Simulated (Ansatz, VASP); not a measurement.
Two plane-wave programs on Hf2Sc

```
Hf Sc
1.0
     5.01017    0.00000    0.00000
    -2.50508    4.33893    0.00000
     0.00000    0.00000    3.10212
Hf Sc
2 1
Direct
  0.33333 0.66667 0.50000
  0.66667 0.33333 0.50000
  0.00000 0.00000 0.00000
```

Alike in both runs: functional PBE; k mesh 6 × 6 × 4; occupations gaussian, width 0.1 eV; no spin polarisation.

Ansatz relaxed the structure, and its values are those at the end. VASP's run is a single point on that final structure, the one shown.

|  | VASP | Ansatz |
| --- | --- | --- |
| version | VASP 6.6.1 | Ansatz 0.2.0 |
| potentials or method | VASP PAW PBE potentials, release 64 (Hf_pv, Sc_sv), cutoff 520 eV | scalar-relativistic, plane waves, PAW |
| valence electrons in the cell | 31 | 63 |

Ansatz gave:

* gap on the k mesh at the Fermi level (eV): none
* pressure (GPa): 0.0

Question: Estimate VASP's values.

Answer: gap on the k mesh at the Fermi level (eV): none; pressure (GPa): -0.2.

A gap of «none» marks a metal or a gap that the smearing closes. The functional is the same, so the differences come from potentials, cutoffs and numerics. VASP's potentials hold 31 valence electrons a cell and Ansatz's 63, so a difference there can come from the potentials and not from the codes.

The k mesh is coarse, so the values compare programs but aren't converged. Spin-orbit coupling is off throughout.
